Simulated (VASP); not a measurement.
# Li (I4_1/amd) in VASP: relaxation of cell and atoms with PBEsol

Aim: the relaxation of cell and atoms of Li with PBEsol.

Program: VASP 6.6.1. These are calculated values, not measurements. Logs are shortened: lines on timing, memory, paths and dates and some standing lists are left out, and cuts for length are marked.

### Step 1. The cell of the first run

The structure is tetragonal, space group I4_1/amd (No. 141). The conventional cell has a = 3.941 Å, b = 3.941 Å, c = 2.167 Å, α = 90.00°, β = 90.00°, γ = 90.00°. Within 2.7 Å of Li (site symmetry -4m2) lie 10 Li at 2.04 to 2.55 Å.

### Step 2. Relaxation of cell and atoms, PBEsol, target pressure 52 GPa, at which the enthalpy is minimised

Input file INCAR:

```
  PREC = Accurate
  ENCUT = 600
  EDIFF = 1E-6
  ISMEAR = -1
  SIGMA = 0.1
  LREAL = F
  LASPH = T
  NELM = 100
  ALGO = Normal
  ISIF = 3
  LWAVE = F
  LCHARG = F
  GGA = PS
  IBRION = 2
  NSW = 60
  EDIFFG = -0.005
  PSTRESS = 520.0
```

Input file KPOINTS:

```
Automatic mesh
0
Gamma
  20 20 20
```

Input file POSCAR:

```
Li
1.0
   -1.9702990808      1.9702990808      1.0836644944
    1.9702990808     -1.9702990808      1.0836644944
    1.9702990808      1.9702990808     -1.0836644944
Li
2
Direct
   -0.3750000000     -0.1250000000     -0.2500000000
    0.3750000000      0.1250000000      0.2500000000
```

Potentials or basis: VASP PAW PBE potentials, release 64 (Li_sv).

Command:

```bash
$ cat potpaw_PBE.64/Li_sv/POTCAR > POTCAR
$ mpirun -np 1 vasp_std > vasp.out
```

OUTCAR:

```text
PREC = Accurate
   ENCUT = 600
   EDIFF = 1E-6
   ISMEAR = -1
   LREAL = F
   LASPH = T
   NELM = 100
   ISIF = 3
   GGA = PS
   IBRION = 2
   NSW = 60
   EDIFFG = -0.005
   PSTRESS = 520.0

 ion  position               nearest neighbor table
   1  0.625  0.875  0.750-   2 2.04   2 2.04   2 2.04   2 2.04   2 2.55   2 2.55   2 2.55   2 2.55

   2  0.375  0.125  0.250-   1 2.04   1 2.04   1 2.04   1 2.04   1 2.55   1 2.55   1 2.55   1 2.55

  LATTYP: Found a body centered tetragonal cell.
 ALAT       =     3.9405981616
 C/A-ratio  =     0.5500000000

  Lattice vectors:

 A1 = (  -1.9702990808,   1.9702990808,   1.0836644944)
 A2 = (   1.9702990808,  -1.9702990808,   1.0836644944)
 A3 = (   1.9702990808,   1.9702990808,  -1.0836644944)

Analysis of symmetry for initial positions (statically):
=====================================================================
 Subroutine PRICEL returns:
 Original cell was already a primitive cell.

 Routine SETGRP: Setting up the symmetry group for a
 body centered tetragonal supercell.

 Subroutine GETGRP returns: Found 16 space group operations
 (whereof  4 operations were pure point group operations)
 out of a pool of 16 trial point group operations.

The static configuration has the point symmetry C_2h.
 The point group associated with its full space group is D_4h.

Analysis of symmetry for dynamics (positions and initial velocities):
=====================================================================
 Subroutine PRICEL returns:
 Original cell was already a primitive cell.

 Routine SETGRP: Setting up the symmetry group for a
 body centered tetragonal supercell.

 Subroutine GETGRP returns: Found 16 space group operations
 (whereof  4 operations were pure point group operations)
 out of a pool of 16 trial point group operations.

The dynamic configuration has the point symmetry C_2h.
 The point group associated with its full space group is D_4h.

 Subroutine INISYM returns: Found 16 space group operations
 (whereof  4 operations are pure point group operations),
 and found     1 'primitive' translations

----------------------------------------------------------------------------------------

                                     Primitive cell

  volume of cell :      16.8275

  direct lattice vectors                    reciprocal lattice vectors
    -1.970299081  1.970299081  1.083664494     0.000000000  0.253768580  0.461397418
     1.970299081 -1.970299081  1.083664494     0.253768580  0.000000000  0.461397418
[... 98 lines left out ...]
   EMIN   =  10.00;   EMAX   =-10.00  energy-range for DOS
   EFERMI =   0.00;   METHOD = LEGACY
   ISMEAR =    -1;   SIGMA  =   0.10  broadening in eV -4-tet -1-fermi 0-gaus
   EFERMI_NEDOS =   21; number of points for ismear=-14 and -15
   IALGO  =     38    algorithm
   IMIX   =      4    mixing-type and parameters
     AMIX     =   0.40;   BMIX     =  1.00
     AMIX_MAG =   1.60;   BMIX_MAG =  1.00
  volume/ion in A,a.u.               =       8.41        56.78
  Fermi-wavevector in a.u.,A,eV,Ry     =   1.160875  2.193736 18.335636  1.347631
  Thomas-Fermi vector in A             =   2.297453
   LORBIT       =      0    0 simple, 1 ext, 2 COOP (PROOUT), +10 PAW based schemes
   GGA     = PS    functional components
   LHFCALC =     F    Hartree Fock is set to
   AEXX    =    0.0000 exact exchange contribution
   IVDW    =     0    specifies the selected vdW correction
   LEPSILON=     F    determine dielectric tensor
   LRPA    =     F    only Hartree local field effects (RPA)
 conjugate gradient relaxation of ions
 non-spin polarized calculation
  energy-cutoff  :      600.00
  volume of cell :       16.83
 maximum number of plane-waves:       576
   NGX = 11   NGY = 11   NGZ = 11

--------------------------------------- Ionic step        1  -------------------------------------------

 number of electron       6.0000008 magnetization

 Free energy of the ion-electron system (eV)
  ---------------------------------------------------
  ext. energy  EPLUGINS =         0.00000000
  ---------------------------------------------------
  free energy    TOTEN  =        -1.94435271 eV

  energy without entropy =       -1.91947032  energy(sigma->0) =       -1.93191151

------------------------ aborting loop because EDIFF is reached ----------------------------------------

  FORCE on cell =-STRESS in cart. coord.  units (eV):
  Direction    XX          YY          ZZ          XY          YZ          ZX
  --------------------------------------------------------------------------------------
  -------------------------------------------------------------------------------------
  Total        4.9060338      4.9060338      5.1787769      0.0000000     -0.0000000      0.0000000
  in kB      467.1130179    467.1130179    493.0814175      0.0000000     -0.0000000      0.0000000
  external PRESSURE =     -44.2308489 kB  Pullay stress =     520.0000000 kB
[... 215 lines left out ...]
--------------------------------------- Ionic step        7  -------------------------------------------

 number of electron       5.9999992 magnetization

 Free energy of the ion-electron system (eV)
  ---------------------------------------------------
  ext. energy  EPLUGINS =         0.00000000
  ---------------------------------------------------
  free energy    TOTEN  =        -1.75565461 eV

  energy without entropy =       -1.73225060  energy(sigma->0) =       -1.74395261

 E-fermi :   4.2159     XC(G=0):  -9.6908

 val. band max:        4.2130244855   @ k =  -0.3500   0.4500   0.2500
 cond. band min:       4.2267584699   @ k =  -0.2500  -0.4500   0.2000
 fundamental gap:      0.0137339844
 Fermi energy:         4.2159167960

 k-point     1 :       0.0000    0.0000    0.0000
  band No.  band energies     occupation
      1     -41.1778      2.00000
      2     -40.3109      2.00000
      3       0.5500      2.00000
      4      11.7470      0.00000
      5      11.7470      0.00000
      6      15.4676      0.00000
      7      23.4131      0.00000
[... 221 lines left out ...]
 k-point    24 :      -0.3500    0.0500    0.0000
  band No.  band energies     occupation
      1     -40.8839      2.00000
      2     -40.3792      2.00000
      3       2.0871      2.00000
      4       9.7708      0.00000
      5      11.9917      0.00000
      6      14.8357      0.00000
      7      18.7675      0.00000

 [... further k-points ...]

------------------------ aborting loop because EDIFF is reached ----------------------------------------

  FORCE on cell =-STRESS in cart. coord.  units (eV):
  Direction    XX          YY          ZZ          XY          YZ          ZX
  --------------------------------------------------------------------------------------
  -------------------------------------------------------------------------------------
  Total        5.2482135      5.2482135      5.2572445      0.0000000      0.0000000     -0.0000000
  in kB      519.0674945    519.0674945    519.9606864      0.0000000      0.0000000     -0.0000000
  external PRESSURE =      -0.6347749 kB  Pullay stress =     520.0000000 kB
[... 21 lines left out ...]
  energy  without entropy=       -1.7322506031  energy(sigma->0) =       -1.74395261

  enthalpy is  TOTEN    =         3.5019873457 eV   P V=        5.2576419578

 reached required accuracy - stopping structural energy minimisation
```

CONTCAR:

```text
Li
   1.00000000000000
    -1.9005044810221188    1.9005044810221181    1.1212448445363703
     1.9005044810221188   -1.9005044810221181    1.1212448445363703
     1.9005044810221188    1.9005044810221181   -1.1212448445363703
  Li
     2
Direct
     0.6250000000000000    0.8750000000000000    0.7500000000000000
     0.3750000000000000    0.1250000000000000    0.2500000000000000

  0.00000000E+00  0.00000000E+00  0.00000000E+00
  0.00000000E+00  0.00000000E+00  0.00000000E+00
```

It took 93 s on 1 thread of Intel Xeon Platinum 8559C (Emerald Rapids), shared host; peak memory 0.19 GiB.

Results:

| Item | Value |
| --- | --- |
| Free energy | -1.7557 eV |
| Relaxed volume | 8.10 Å³/atom |
| Relaxed cell | a = 2.912 Å, b = 2.912 Å, c = 2.912 Å, α = 98.52°, β = 98.52°, γ = 134.71° |
| Space group after relaxing (to 0.1 Å) | I4_1/amd (No. 141) |
| Energy change on relaxing (the run minimises the enthalpy) | +94.3 meV/atom |
| Ionic steps | 7 |
| Pressure after relaxing | 51.9 GPa |
| Band gap on the k mesh | zero (bands 3 and 4 overlap by 2.82 eV) |

Step by step:
| step | energy change (eV) | largest force (eV/Å) | pressure (GPa) | volume (Å³) |
| --- | --- | --- | --- | --- |
| 1 | 0.0000 | 0.0000 | 47.58 | 16.83 |
| 2 | 0.1727 | 0.0000 | 52.07 | 16.27 |
| 3 | 0.1837 | 0.0000 | 52.36 | 16.23 |
| 4 | 0.1830 | 0.0000 | 52.30 | 16.23 |
| 5 | 0.1829 | 0.0000 | 52.14 | 16.22 |
| 6 | 0.1920 | 0.0000 | 51.89 | 16.19 |
| 7 | 0.1887 | 0.0000 | 51.94 | 16.20 |

Final structure:
```
Li
1.0
    -1.90050    1.90050    1.12124
     1.90050   -1.90050    1.12124
     1.90050    1.90050   -1.12124
Li
2
Direct
  0.62500 0.87500 0.75000
  0.37500 0.12500 0.25000
```

Levels at points of the mesh, in eV from the Fermi level:
```
           k point  band 1  band 2  band 3  band 4  band 5  band 6  band 7
(0.00, 0.00, 0.00)  -45.39  -44.53   -3.67    7.53    7.53   11.25   19.20
(0.50, 0.00, 0.00)  -44.95  -44.63   -0.52    4.37    7.56    9.81   10.32
(0.50, 0.50, 0.00)  -44.94  -44.94   -1.19   -1.19   12.50   12.50   18.93
(0.50, 0.50, 0.50)  -44.91  -44.91   -1.05   -1.05    7.68    7.68   18.76
```

Caveat: the cutoff is under 1.25 times the usual one of these potentials, so pressure, stress and relaxed cells hold a basis-set (Pulay) error; the cell is relaxed towards a set pressure, so the run minimises the enthalpy, not the energy; the PAW data sets were made with another functional, which shifts forces and pressure a little.
